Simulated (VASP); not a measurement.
# MoS2 (P6_3/mmc) in VASP: a series of runs, part 2 of 3

VASP 6.6.1. Earlier steps stand in the parts before.

## Step 3: Single point, PBEsol (volume scaled by 0.96)

File INCAR:

```
  PREC = Accurate
  ENCUT = 520
  EDIFF = 1E-6
  ISMEAR = -1
  SIGMA = 0.05
  LREAL = F
  LASPH = T
  NELM = 60
  ALGO = Normal
  ISIF = 2
  LWAVE = F
  LCHARG = T
  GGA = PS
  LELF = T
  LVHAR = T
  NBANDS = 35
```

File KPOINTS:

```
Automatic mesh
0
Gamma
  10 10 3
```

File POSCAR:

```
MoS2
1.0
    3.1261704254      0.0000000000      0.0000000000
   -1.5630852127      2.7073430050      0.0000000000
    0.0000000000      0.0000000000     12.1574390416
Mo S
2 4
Direct
    0.6666666667      0.3333333333      0.7500000000
    0.3333333333      0.6666666667      0.2500000000
    0.6666666667      0.3333333333      0.3770000000
    0.3333333333      0.6666666667      0.8770000000
    0.6666666667      0.3333333333      0.1230000000
    0.3333333333      0.6666666667      0.6230000000
```

Potentials or basis: VASP PAW PBE potentials, release 64 (Mo_sv, S).

Run with:

```sh
$ cat potpaw_PBE.64/Mo_sv/POTCAR potpaw_PBE.64/S/POTCAR > POTCAR
$ mpirun -np 1 vasp_std > vasp.out
```

OUTCAR:

```text
PREC = Accurate
   ENCUT = 520
   EDIFF = 1E-6
   ISMEAR = -1
   LREAL = F
   LASPH = T
   NELM = 60
   ISIF = 2
   GGA = PS

 ion  position               nearest neighbor table
   1  0.667  0.333  0.750-   4 2.38   6 2.38   4 2.38   6 2.38   4 2.38   6 2.38
   2  0.333  0.667  0.250-   3 2.38   5 2.38   3 2.38   5 2.38   3 2.38   5 2.38
   3  0.667  0.333  0.377-   2 2.38   2 2.38   2 2.38
   4  0.333  0.667  0.877-   1 2.38   1 2.38   1 2.38
   5  0.667  0.333  0.123-   2 2.38   2 2.38   2 2.38
   6  0.333  0.667  0.623-   1 2.38   1 2.38   1 2.38

  LATTYP: Found a hexagonal cell.
 ALAT       =     3.1261704254
 C/A-ratio  =     3.8889239508

  Lattice vectors:

 A1 = (   3.1261704254,   0.0000000000,   0.0000000000)
 A2 = (  -1.5630852127,   2.7073430050,   0.0000000000)
 A3 = (   0.0000000000,   0.0000000000,  12.1574390416)

Analysis of symmetry for initial positions (statically):
=====================================================================
 Subroutine PRICEL returns:
 Original cell was already a primitive cell.

 Routine SETGRP: Setting up the symmetry group for a
 hexagonal supercell.

 Subroutine GETGRP returns: Found 24 space group operations
 (whereof 12 operations were pure point group operations)
 out of a pool of 24 trial point group operations.

The static configuration has the point symmetry D_3d.
 The point group associated with its full space group is D_6h.

Analysis of symmetry for dynamics (positions and initial velocities):
=====================================================================
 Subroutine PRICEL returns:
 Original cell was already a primitive cell.

 Routine SETGRP: Setting up the symmetry group for a
 hexagonal supercell.

 Subroutine GETGRP returns: Found 24 space group operations
 (whereof 12 operations were pure point group operations)
 out of a pool of 24 trial point group operations.
[... 124 lines left out ...]
   EFERMI =   0.00;   METHOD = LEGACY
   ISMEAR =    -1;   SIGMA  =   0.05  broadening in eV -4-tet -1-fermi 0-gaus
   EFERMI_NEDOS =   21; number of points for ismear=-14 and -15
   IALGO  =     38    algorithm
   IMIX   =      4    mixing-type and parameters
     AMIX     =   0.40;   BMIX     =  1.00
     AMIX_MAG =   1.60;   BMIX_MAG =  1.00
  volume/ion in A,a.u.               =      17.15       115.73
  Fermi-wavevector in a.u.,A,eV,Ry     =   1.303997  2.464197 23.135459  1.700408
  Thomas-Fermi vector in A             =   2.434962
   LORBIT       =      0    0 simple, 1 ext, 2 COOP (PROOUT), +10 PAW based schemes
   GGA     = PS    functional components
   LHFCALC =     F    Hartree Fock is set to
   AEXX    =    0.0000 exact exchange contribution
   IVDW    =     0    specifies the selected vdW correction
   LEPSILON=     F    determine dielectric tensor
   LRPA    =     F    only Hartree local field effects (RPA)
 non-spin polarized calculation
  energy-cutoff  :      520.00
  volume of cell :      102.90
 maximum number of plane-waves:      2794
 NGX is ok and might be reduce to    24
   NGX = 11   NGY = 11   NGZ = 45

 number of electron      51.9999997 magnetization

 Free energy of the ion-electron system (eV)
  ---------------------------------------------------
  ext. energy  EPLUGINS =         0.00000000
  ---------------------------------------------------
  free energy    TOTEN  =       -46.87413705 eV

  energy without entropy =      -46.87413307  energy(sigma->0) =      -46.87413506

 E-fermi :   8.3682     XC(G=0): -11.1968

 val. band max:        7.9884765399   @ k =   0.0000   0.0000   0.0000
 cond. band min:       8.8440426892   @ k =   0.2000   0.2000   0.0000
 fundamental gap:      0.8555661493
 Fermi energy:         8.3681503068

 k-point     1 :       0.0000    0.0000    0.0000
  band No.  band energies     occupation
      1     -53.4372      2.00000
      2     -53.4372      2.00000
      3     -27.6668      2.00000
      4     -27.6667      2.00000
      5     -27.3884      2.00000
      6     -27.3884      2.00000
[... 901 lines left out ...]
     34      11.8521      0.00000
     35      13.8284      0.00000

 [... further k-points ...]
[... 5 lines left out ...]
  --------------------------------------------------------------------------------------
  -------------------------------------------------------------------------------------
  Total        1.8567680      1.8567680      2.9219185      0.0000000     -0.0000000      0.0000000
  in kB       28.9114709     28.9114709     45.4967785      0.0000000     -0.0000000      0.0000000
  external PRESSURE =      34.4399068 kB  Pullay stress =       0.0000000 kB

 VOLUME and BASIS-vectors are now :
 -----------------------------------------------------------------------------
  energy-cutoff  :      520.00
  volume of cell :      102.90
      direct lattice vectors                 reciprocal lattice vectors
     3.126170425  0.000000000  0.000000000     0.319880193  0.184682916  0.000000000
    -1.563085213  2.707343005  0.000000000     0.000000000  0.369365831  0.000000000
     0.000000000  0.000000000 12.157439042     0.000000000  0.000000000  0.082254165

 POSITION                                       TOTAL-FORCE (eV/Angst)
 -----------------------------------------------------------------------------------
      1.56309      0.90245      9.11808         0.000000     -0.000000     -0.000000
     -0.00000      1.80490      3.03936         0.000000      0.000000     -0.000000
      1.56309      0.90245      4.58335         0.000000     -0.000000      0.368741
     -0.00000      1.80490     10.66207        -0.000000      0.000000      0.368741
      1.56309      0.90245      1.49537         0.000000     -0.000000     -0.368741
     -0.00000      1.80490      7.57408        -0.000000      0.000000     -0.368741
 -----------------------------------------------------------------------------------
    total drift:                               -0.000000      0.000000     -0.000000

  FREE ENERGIE OF THE ION-ELECTRON SYSTEM (eV)
  ---------------------------------------------------
  free  energy   TOTEN  =       -46.8741370507 eV

  energy  without entropy=      -46.8741330687  energy(sigma->0) =      -46.87413506
```

OSZICAR:

```text
N       E                     dE             d eps       ncg     rms          rms(c)
DAV:   1     0.440883999032E+03    0.44088E+03   -0.29432E+04  2152   0.142E+03
DAV:   2    -0.267220476526E+02   -0.46761E+03   -0.45223E+03  2333   0.370E+02
DAV:   3    -0.492265328188E+02   -0.22504E+02   -0.22090E+02  2389   0.745E+01
DAV:   4    -0.496759186725E+02   -0.44939E+00   -0.44831E+00  2357   0.107E+01
DAV:   5    -0.496842031259E+02   -0.82845E-02   -0.82829E-02  2315   0.145E+00    0.385E+01
DAV:   6    -0.475192275105E+02    0.21650E+01   -0.10824E+01  2126   0.213E+01    0.128E+01
DAV:   7    -0.472183281720E+02    0.30090E+00   -0.47584E+00  2078   0.133E+01    0.861E+00
DAV:   8    -0.468743017733E+02    0.34403E+00   -0.81044E-01  2137   0.609E+00    0.307E+00
DAV:   9    -0.468820713223E+02   -0.77695E-02   -0.97069E-02  2294   0.153E+00    0.137E+00
DAV:  10    -0.468742924609E+02    0.77789E-02   -0.33784E-02  2188   0.123E+00    0.385E-01
DAV:  11    -0.468742521776E+02    0.40283E-04   -0.17971E-03  2185   0.248E-01    0.149E-01
DAV:  12    -0.468741406814E+02    0.11150E-03   -0.26170E-04  2186   0.856E-02    0.942E-02
DAV:  13    -0.468741368741E+02    0.38073E-05   -0.13698E-04  2263   0.556E-02    0.138E-02
DAV:  14    -0.468741370507E+02   -0.17660E-06   -0.97378E-06  1903   0.170E-02
   1 F= -.46874137E+02 E0= -.46874135E+02  d E =-.398205E-05
```

stdout:

```text
POSCAR found type information on POSCAR MoS
 POSCAR found :  2 types and       6 ions
 scaLAPACK will be used
 -----------------------------------------------------------------------------
|                                                                             |
|                                                                             |
|     You enforced a specific xc type in the INCAR file but a different       |
|     I HOPE YOU KNOW WHAT YOU ARE DOING!                                     |
|                                                                             |
 -----------------------------------------------------------------------------

 LDA part: xc-table for (Slater+PW92), standard interpolation
 POSCAR, INCAR and KPOINTS ok, starting setup
 FFT: planning ... GRIDC
 FFT: planning ... GRID_SOFT
 FFT: planning ... GRID
 WAVECAR not read
 entering main loop
```

Run time: 88 s. Hardware: 1 thread of Intel Xeon Platinum 8259CL at 2.50GHz (Skylake/Cascade Lake), shared host; peak memory 0.25 GiB.

What came out:

| Item | Value |
| --- | --- |
| Free energy | -46.8741 eV |
| Pressure | 3.4 GPa |
| Largest force | 0.369 eV/Å |
| Band gap on the k mesh | 0.86 eV, indirect (least direct gap 1.98 eV) |

Forces on the atoms (eV/Å):
```
Mo   0.000  0.000  0.000
Mo   0.000  0.000  0.000
S    0.000  0.000  0.369
S    0.000  0.000  0.369
S    0.000  0.000 -0.369
S    0.000  0.000 -0.369
```

Levels at points of the mesh, in eV from the valence-band top:
```tsv
k point	band 22	band 23	band 24	band 25	band 26	band 27	band 28	band 29	band 30	band 31
(0.00, 0.00, 0.00)	-2.25	-2.25	-1.32	-1.21	0.00	2.16	2.16	2.19	2.19	2.38
(0.50, 0.00, 0.00)	-2.59	-1.78	-1.57	-1.53	-1.40	1.67	1.72	2.06	2.37	2.88
```

Caveat: the PAW data sets were made with another functional, which shifts forces and pressure a little; this functional lacks dispersion, which binds the layers, so the pressure and a relaxed spacing across them are unreliable. A k mesh can miss the band edges.

## Step 4: Single point, PBEsol (volume scaled by 0.98)

File INCAR:

```
SYSTEM = MoS2
  PREC = Accurate
  ENCUT = 520
  EDIFF = 1E-6
  ISMEAR = -1
  SIGMA = 0.05
  LREAL = .False.
  LASPH = .True.
  NELM = 60
  ALGO = Normal
  ISIF = 2
  LWAVE = .False.
  LCHARG = .False.
  GGA = PS
  NBANDS = 35
```

File KPOINTS:

```
regular mesh
0
Gamma
  10 10 3
  0 0 0
```

Edit POSCAR of step 3 so:

```diff
@@ -2,5 +2,5 @@
 1.0
-    3.1261704254      0.0000000000      0.0000000000
-   -1.5630852127      2.7073430050      0.0000000000
-    0.0000000000      0.0000000000     12.1574390416
+    3.1477309028      0.0000000000      0.0000000000
+   -1.5738654514      2.7260149261      0.0000000000
+    0.0000000000      0.0000000000     12.2412860984
 Mo S
```

Run with:

```sh
$ cat potpaw_PBE.64/Mo_sv/POTCAR potpaw_PBE.64/S/POTCAR > POTCAR
$ mpirun -np 1 vasp_std > vasp.out
```

Run time: 95 s. Hardware: 1 thread of Intel Xeon Platinum 8259CL at 2.50GHz (Skylake/Cascade Lake), shared host; peak memory 0.26 GiB.

It converged, with:

```yaml
Free_energy: -46.8983 eV
Pressure: 0.1 GPa
Largest_force: 0.015 eV/Å
Band_gap_on_the_k_mesh: 0.88 eV, indirect (least direct gap 1.92 eV)
```

Forces on the atoms (eV/Å):
```
Mo   0.000  0.000  0.000
Mo   0.000  0.000  0.000
S    0.000  0.000  0.015
S    0.000  0.000  0.015
S    0.000  0.000 -0.015
S    0.000  0.000 -0.015
```

Stress tensor (GPa, compression positive):
```
-0.36  0.00  0.00
 0.00 -0.36  0.00
 0.00  0.00  0.89
```

Levels at points of the mesh, in eV from the valence-band top:
```csv
k point,band 22,band 23,band 24,band 25,band 26,band 27,band 28,band 29,band 30,band 31
"(0.00, 0.00, 0.00)",-2.18,-2.18,-1.25,-1.19,0.00,2.13,2.13,2.16,2.16,2.33
"(0.50, 0.00, 0.00)",-2.53,-1.75,-1.54,-1.48,-1.34,1.64,1.69,2.03,2.32,2.85
```

Caveat: the PAW data sets were made with another functional, which shifts forces and pressure a little; this functional lacks dispersion, which binds the layers, so the pressure and a relaxed spacing across them are unreliable.

## Step 5: Single point, PBEsol (volume scaled by 1.02)

File INCAR:

```
SYSTEM = MoS2
PREC = Accurate
ENCUT = 520
EDIFF = 1E-6
ISMEAR = -1
SIGMA = 0.05
LREAL = .FALSE.
LASPH = .TRUE.
NELM = 100
ALGO = Normal
ISIF = 2
LWAVE = .FALSE.
LCHARG = .FALSE.
GGA = PS
NBANDS = 35
```

File KPOINTS:

```
regular mesh
0
G
  10 10 3
  0 0 0
```

Edit POSCAR of step 4 so:

```diff
@@ -2,5 +2,5 @@
 1.0
-    3.1477309028      0.0000000000      0.0000000000
-   -1.5738654514      2.7260149261      0.0000000000
-    0.0000000000      0.0000000000     12.2412860984
+    3.1899873666      0.0000000000      0.0000000000
+   -1.5949936833      2.7626100972      0.0000000000
+    0.0000000000      0.0000000000     12.4056182726
 Mo S
```

Potentials or basis: VASP PAW PBE potentials, release 64 (Mo_sv, S).

Run with:

```sh
$ cat potpaw_PBE.64/Mo_sv/POTCAR potpaw_PBE.64/S/POTCAR > POTCAR
$ mpirun -np 1 vasp_std > vasp.out
```

OUTCAR:

```text
SYSTEM = MoS2
   PREC = Accurate
   ENCUT = 520
   EDIFF = 1E-6
   ISMEAR = -1
   LREAL = .FALSE.
   LASPH = .TRUE.
   NELM = 100
   ISIF = 2
   GGA = PS

 ion  position               nearest neighbor table
   1  0.667  0.333  0.750-   4 2.42   6 2.42   4 2.42   6 2.42   4 2.42   6 2.42
   2  0.333  0.667  0.250-   3 2.42   5 2.42   3 2.42   5 2.42   3 2.42   5 2.42
   3  0.667  0.333  0.377-   2 2.42   2 2.42   2 2.42
   4  0.333  0.667  0.877-   1 2.42   1 2.42   1 2.42
   5  0.667  0.333  0.123-   2 2.42   2 2.42   2 2.42
   6  0.333  0.667  0.623-   1 2.42   1 2.42   1 2.42

  LATTYP: Found a hexagonal cell.
 ALAT       =     3.1899873666
 C/A-ratio  =     3.8889239508

  Lattice vectors:

 A1 = (   3.1899873666,   0.0000000000,   0.0000000000)
 A2 = (  -1.5949936833,   2.7626100972,   0.0000000000)
 A3 = (   0.0000000000,   0.0000000000,  12.4056182726)

Analysis of symmetry for initial positions (statically):
=====================================================================
 Subroutine PRICEL returns:
 Original cell was already a primitive cell.

 Routine SETGRP: Setting up the symmetry group for a
 hexagonal supercell.

 Subroutine GETGRP returns: Found 24 space group operations
 (whereof 12 operations were pure point group operations)
 out of a pool of 24 trial point group operations.

The static configuration has the point symmetry D_3d.
 The point group associated with its full space group is D_6h.

Analysis of symmetry for dynamics (positions and initial velocities):
=====================================================================
 Subroutine PRICEL returns:
 Original cell was already a primitive cell.

 Routine SETGRP: Setting up the symmetry group for a
 hexagonal supercell.

[... 125 lines left out ...]
   NUPDOWN=      -1.0000    fix difference up-down
   EMIN   =  10.00;   EMAX   =-10.00  energy-range for DOS
   EFERMI =   0.00;   METHOD = LEGACY
   ISMEAR =    -1;   SIGMA  =   0.05  broadening in eV -4-tet -1-fermi 0-gaus
   EFERMI_NEDOS =   21; number of points for ismear=-14 and -15
   IALGO  =     38    algorithm
   IMIX   =      4    mixing-type and parameters
     AMIX     =   0.40;   BMIX     =  1.00
     AMIX_MAG =   1.60;   BMIX_MAG =  1.00
  volume/ion in A,a.u.               =      18.22       122.96
  Fermi-wavevector in a.u.,A,eV,Ry     =   1.277910  2.414900 22.219050  1.633054
  Thomas-Fermi vector in A             =   2.410483
   LORBIT       =      0    0 simple, 1 ext, 2 COOP (PROOUT), +10 PAW based schemes
   GGA     = PS    functional components
   LHFCALC =     F    Hartree Fock is set to
   AEXX    =    0.0000 exact exchange contribution
   IVDW    =     0    specifies the selected vdW correction
   LEPSILON=     F    determine dielectric tensor
   LRPA    =     F    only Hartree local field effects (RPA)
 non-spin polarized calculation
  energy-cutoff  :      520.00
  volume of cell :      109.33
 maximum number of plane-waves:      2974
 NGX is ok and might be reduce to    24
   NGX = 11   NGY = 11   NGZ = 47

 number of electron      51.9999996 magnetization

 Free energy of the ion-electron system (eV)
  ---------------------------------------------------
  ext. energy  EPLUGINS =         0.00000000
  ---------------------------------------------------
  free energy    TOTEN  =       -46.82195086 eV

  energy without entropy =      -46.82194814  energy(sigma->0) =      -46.82194950

 E-fermi :   7.5426     XC(G=0): -10.8978

 val. band max:        7.1370153701   @ k =   0.0000   0.0000   0.0000
 cond. band min:       8.0521970342   @ k =   0.2000   0.2000   0.0000
 fundamental gap:      0.9151816641
 Fermi energy:         7.5426349147

 k-point     1 :       0.0000    0.0000    0.0000
  band No.  band energies     occupation
      1     -54.2728      2.00000
      2     -54.2728      2.00000
      3     -28.4403      2.00000
      4     -28.4402      2.00000
      5     -28.2322      2.00000
      6     -28.2322      2.00000
[... 901 lines left out ...]
     34      10.8092      0.00000
     35      12.8874      0.00000

 [... further k-points ...]
[... 5 lines left out ...]
  --------------------------------------------------------------------------------------
  -------------------------------------------------------------------------------------
  Total       -4.0240296     -4.0240296     -3.6477814      0.0000000     -0.0000000      0.0000000
  in kB      -58.9718539    -58.9718539    -53.4579637      0.0000000     -0.0000000      0.0000000
  external PRESSURE =     -57.1338905 kB  Pullay stress =       0.0000000 kB

 VOLUME and BASIS-vectors are now :
 -----------------------------------------------------------------------------
  energy-cutoff  :      520.00
  volume of cell :      109.33
      direct lattice vectors                 reciprocal lattice vectors
     3.189987367  0.000000000  0.000000000     0.313480865  0.180988262  0.000000000
    -1.594993683  2.762610097  0.000000000     0.000000000  0.361976524  0.000000000
     0.000000000  0.000000000 12.405618273     0.000000000  0.000000000  0.080608639

 POSITION                                       TOTAL-FORCE (eV/Angst)
 -----------------------------------------------------------------------------------
      1.59499      0.92087      9.30421         0.000000      0.000000     -0.000000
     -0.00000      1.84174      3.10140        -0.000000     -0.000000     -0.000000
      1.59499      0.92087      4.67692         0.000000     -0.000000     -0.613721
     -0.00000      1.84174     10.87973        -0.000000      0.000000     -0.613721
      1.59499      0.92087      1.52589         0.000000     -0.000000      0.613721
     -0.00000      1.84174      7.72870        -0.000000      0.000000      0.613721
 -----------------------------------------------------------------------------------
    total drift:                               -0.000000      0.000000     -0.000000

  FREE ENERGIE OF THE ION-ELECTRON SYSTEM (eV)
  ---------------------------------------------------
  free  energy   TOTEN  =       -46.8219508634 eV

  energy  without entropy=      -46.8219481385  energy(sigma->0) =      -46.82194950
```

OSZICAR:

```text
N       E                     dE             d eps       ncg     rms          rms(c)
DAV:   1     0.436573786609E+03    0.43657E+03   -0.29254E+04  2160   0.141E+03
DAV:   2    -0.266524612534E+02   -0.46323E+03   -0.44814E+03  2350   0.364E+02
DAV:   3    -0.494463214978E+02   -0.22794E+02   -0.22373E+02  2386   0.733E+01
DAV:   4    -0.498823971692E+02   -0.43608E+00   -0.43500E+00  2337   0.104E+01
DAV:   5    -0.498905932216E+02   -0.81961E-02   -0.81949E-02  2310   0.142E+00    0.335E+01
DAV:   6    -0.476941658393E+02    0.21964E+01   -0.12818E+01  2131   0.227E+01    0.120E+01
DAV:   7    -0.472316941108E+02    0.46247E+00   -0.60785E+00  2110   0.150E+01    0.781E+00
DAV:   8    -0.468234918820E+02    0.40820E+00   -0.91417E-01  2136   0.633E+00    0.288E+00
DAV:   9    -0.468309154622E+02   -0.74236E-02   -0.11442E-01  2275   0.167E+00    0.126E+00
DAV:  10    -0.468221031046E+02    0.88124E-02   -0.34567E-02  2178   0.127E+00    0.403E-01
DAV:  11    -0.468221426281E+02   -0.39524E-04   -0.20001E-03  2178   0.237E-01    0.229E-01
DAV:  12    -0.468219652829E+02    0.17735E-03   -0.36630E-04  2180   0.108E-01    0.114E-01
DAV:  13    -0.468219481611E+02    0.17122E-04   -0.15977E-04  2268   0.663E-02    0.100E-02
DAV:  14    -0.468219505567E+02   -0.23956E-05   -0.89287E-06  1907   0.151E-02    0.189E-02
DAV:  15    -0.468219508634E+02   -0.30663E-06   -0.88199E-07  1441   0.545E-03
   1 F= -.46821951E+02 E0= -.46821950E+02  d E =-.272485E-05
```

Run time: 1.9 min. Hardware: 1 thread of Intel Xeon Platinum 8259CL at 2.50GHz (Skylake/Cascade Lake), shared host; peak memory 0.26 GiB.

Results:

```yaml
Free_energy: -46.8220 eV
Pressure: -5.7 GPa
Largest_force: 0.614 eV/Å
Band_gap_on_the_k_mesh: 0.92 eV, indirect (least direct gap 1.82 eV)
```

Forces on the atoms (eV/Å):
```
Mo   0.000  0.000  0.000
Mo   0.000  0.000  0.000
S    0.000  0.000 -0.614
S    0.000  0.000 -0.614
S    0.000  0.000  0.614
S    0.000  0.000  0.614
```

Caveat: the PAW data sets were made with another functional, which shifts forces and pressure a little; this functional lacks dispersion, which binds the layers, so the pressure and a relaxed spacing across them are unreliable.

[end of part 2 of 3]
